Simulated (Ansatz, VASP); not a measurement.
## Y2TaN3: VASP beside Ansatz

Contents of INCAR:

```
SYSTEM = Y2TaN3
ALGO = Normal ; EDIFF = 1E-6
ENCUT = 520 ; GGA = PE
ISIF = 2 ; ISMEAR = 0
LASPH = .True. ; LCHARG = .False.
LREAL = .False. ; LWAVE = .False.
NBANDS = 33 ; NELM = 100
PREC = Accurate ; SIGMA = 0.1
```

The input KPOINTS:

```
k-points
0
Gamma
  6 6 2
  0 0 0
```

File POSCAR:

```
Y2TaN3
1.0
    3.3194638000      0.0000000000      0.0000000000
   -1.6597319000      2.8747399000      0.0000000000
    0.0000000000      0.0000000000      8.1831236000
Y Ta N
2 1 3
Direct
    0.3333333000      0.6666667000      0.6744400000
    0.6666667000      0.3333333000      0.3255600000
    0.0000000000      0.0000000000      0.0000000000
    0.0000000000      0.0000000000      0.5000000000
    0.3333333000      0.6666667000      0.1418670000
    0.6666667000      0.3333333000      0.8581330000
```

Input for Ansatz:

```yaml
crystal:
  lattice:
    - [3.3194638, 0.0, 0.0]
    - [-1.6597319, 2.8747399, 0.0]
    - [0.0, 0.0, 8.1831236]
  atoms:
    - { symbol: "Y", position: [0.3333333, 0.6666667, 0.67444] }
    - { symbol: "Y", position: [0.6666667, 0.3333333, 0.32556] }
    - { symbol: Ta, position: [0.0, 0.0, 0.0] }
    - { symbol: "N", position: [0.0, 0.0, 0.5] }
    - { symbol: "N", position: [0.3333333, 0.6666667, 0.141867] }
    - { symbol: "N", position: [0.6666667, 0.3333333, 0.858133] }
basis:
  ecutwfc: 420
kpoints:
  mp_grid: { grid: [6, 6, 2] }
hamiltonian:
  xc: pbe
scf:
  occupations: { method: gaussian, width: 0.1 }
  lower_state_search: "off"
output:
  forces: true
  stress: true
  eigenvalues: true
```

Change from the starting cell: relaxed end of: species swapped into the Zr3HC2 type (P-3m1, No. 164).

Alike in both runs: task single point; functional PBE; k mesh 6 × 6 × 2; occupations gaussian, width 0.1 eV; no spin polarisation.

|  | VASP | Ansatz |
| --- | --- | --- |
| version | VASP 6.6.1 | Ansatz 0.2.0 |
| potentials or method | VASP PAW PBE potentials, release 64 (Y_sv, Ta_pv, N), cutoff 520 eV | scalar-relativistic, plane waves, PAW |
| valence electrons in the cell | 48 | 50 |

```csv
,VASP,Ansatz,Ansatz less VASP
gap on the k mesh at the Fermi level (eV),none,none,-
pressure (GPa),-0.2,-0.1,+0.01
"traceless stress, the component that is largest in VASP (GPa)",0.86,0.92,+0.053
rms of the force components (eV/Å),0.057,0.055,-0.0018
```

Atom by atom the forces differ by 0.011 eV/Å (rms over components). A gap of «none» marks a metal or a gap that the smearing closes. VASP's potentials hold 48 valence electrons a cell and Ansatz's 50, so a difference there can come from the potentials and not from the codes.

The k mesh is coarse, so the values compare programs but aren't converged. Spin-orbit coupling is off throughout.
